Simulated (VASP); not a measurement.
ScBPt3: single point with PBE

Crystal: ScBPt3.

```
Sc B Pt
1.0
     4.26216    0.00000    0.00000
     0.00000    4.26216    0.00000
     0.00000    0.00000    4.26216
Sc B Pt
1 1 3
Direct
  0.00000 0.00000 0.00000
  0.50000 0.50000 0.50000
  0.00000 0.50000 0.50000
  0.50000 0.50000 0.00000
  0.50000 0.00000 0.50000
```

| Item | Value |
| --- | --- |
| Program | VASP 6.6.1 |
| Task | single point |
| Functional | PBE |
| Potentials or basis | VASP PAW PBE potentials, release 64 (Sc_sv, B, Pt) |
| Cutoff | 520 eV |
| k mesh | 8 × 8 × 8 |
| Occupations | fermi-dirac, width 0.1 eV |
| Spin | no spin polarisation |
| Dipole correction | no |
| Further INCAR settings | ALGO = Normal; EDIFF = 1e-06; NBANDS = 30 |

```yaml
Pressure: -0.9 GPa
Band_gap_on_the_k_mesh: zero (bands 22 and 23 overlap by 1.34 eV)
```

Levels at points of the mesh, in eV from the Fermi level:
| k point | band 19 | band 20 | band 21 | band 22 | band 23 | band 24 | band 25 | band 26 |
| --- | --- | --- | --- | --- | --- | --- | --- | --- |
| (0.00, 0.00, 0.00) | -2.28 | -1.09 | -1.06 | -1.06 | -1.06 | 1.30 | 1.30 | 2.34 |
| (0.50, 0.00, 0.00) | -2.68 | -2.26 | -1.06 | 0.27 | 0.27 | 1.15 | 1.31 | 1.54 |
| (0.50, 0.50, 0.00) | -2.59 | -2.27 | -1.70 | -0.33 | -0.33 | 0.88 | 0.88 | 1.36 |
| (0.50, 0.50, 0.50) | -1.25 | -1.25 | -0.68 | -0.68 | -0.68 | 0.21 | 0.21 | 0.21 |

Wall time 25 s on 1 thread of Intel(R) Xeon(R) 6975P-C (Granite Rapids), on a shared host, peak memory 0.22 GiB.

Caveat: spin-orbit coupling is left out, which moves the levels of the heavy elements.
